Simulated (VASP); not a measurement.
A run of VASP 6.6.1 is set up as follows.

Contents of INCAR:

```
SYSTEM = Se
PREC = Accurate ; ENCUT = 520
EDIFF = 1E-6 ; ISMEAR = -1
SIGMA = 0.05 ; LREAL = .False.
LASPH = .True. ; NELM = 60
ALGO = Normal ; ISIF = 2
LWAVE = .False. ; LCHARG = .False.
GGA = PS ; NBANDS = 13
```

File KPOINTS:

```
regular mesh
0
Gamma
  8 8 4
  0 0 0
```

File POSCAR:

```
Se
1.0
    1.4392761643     -4.1693824832      0.0000000000
    1.4392761643      4.1693824832      0.0000000000
    0.0000000000      0.0000000000      4.7623530853
Se
2
Direct
    0.9356550000      0.0643450000      0.2500000000
    0.0643450000      0.9356550000      0.7500000000
```

Potentials or basis: VASP PAW PBE potentials, release 64 (Se).

Command:

```bash
$ cat potpaw_PBE.64/Se/POTCAR > POTCAR
$ mpirun -np 1 vasp_std > vasp.out
```

Problem. Estimate the largest force.

Solution. 0.408 eV/Å.

Problem. Predict the pressure.

Solution. -5.1 GPa.

Stress tensor (GPa, compression positive):
```
-6.81  0.00  0.00
 0.00 -2.11  0.00
 0.00  0.00 -6.31
```

Caveat: the PAW data sets were made with another functional, which shifts forces and pressure a little.
